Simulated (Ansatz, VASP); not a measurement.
# Zn: VASP beside Ansatz

```xyz
1
Lattice="-1.5881 1.5881 1.5881 1.5881 -1.5881 1.5881 1.5881 1.5881 -1.5881" Properties=species:S:1:pos:R:3 pbc="T T T"
Zn    0.0000    0.0000    0.0000
```

Alike in both runs: task single point; functional PBEsol; k mesh 16 × 16 × 16; occupations fermi-dirac, width 0.1 eV; no spin polarisation.

```csv
,VASP,Ansatz
version,VASP 6.6.1,Ansatz 0.2.0
potentials or method,"VASP PAW PBE potentials, release 64 (Zn), cutoff 520 eV","plane waves (420 eV) with PAW, scalar-relativistic"
valence electrons in the cell,12,12
```

|  | VASP | Ansatz | Ansatz less VASP |
| --- | --- | --- | --- |
| pressure (GPa) | -6.4 | -6.8 | -0.33 |

VASP's potentials were made for PBE, not for PBEsol, and Ansatz warns of the same on its side.
